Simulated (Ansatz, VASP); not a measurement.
# Bi2Se3: VASP beside Ansatz

```
CELL_PARAMETERS angstrom
2.09335 3.62579 0.00000
-2.09335 3.62579 0.00000
0.00000 -2.41719 9.64603
ATOMIC_POSITIONS crystal
Bi 0.40080 0.40080 0.20240
Bi 0.59920 0.59920 0.79760
Se 0.00000 0.00000 0.00000
Se 0.21170 0.21170 0.63510
Se 0.78830 0.78830 0.36490
```

Alike in both runs: task single point; functional r2SCAN; k mesh 7 × 7 × 7; occupations fermi-dirac, width 0.0158 eV; no spin polarisation.

```csv
,VASP,Ansatz
version,VASP 6.6.1,Ansatz 0.2.0
potentials or method,"VASP PAW PBE potentials, release 64 (Bi_d, Se), cutoff 520 eV",PAW plane waves
valence electrons in the cell,48,78
```

```tsv
	VASP	Ansatz	Ansatz less VASP
pressure (GPa)	-0.6	-0.6	-0.02
traceless stress, the component that is largest in VASP (GPa)	0.14	0.15	+0.004
rms of the force components (eV/Å)	0.107	0.113	+0.0058
```

VASP's potentials were made for PBE, not for r2SCAN. Atom by atom the forces differ by 0.007 eV/Å (rms over components). With one functional, cell and mesh, what is left measures potentials, basis and numerics. VASP's potentials hold 48 valence electrons a cell and Ansatz's 78, so a difference there can come from the potentials and not from the codes. Ansatz's warnings: structure snapped to symmetry.

Neither program's run includes spin-orbit coupling.
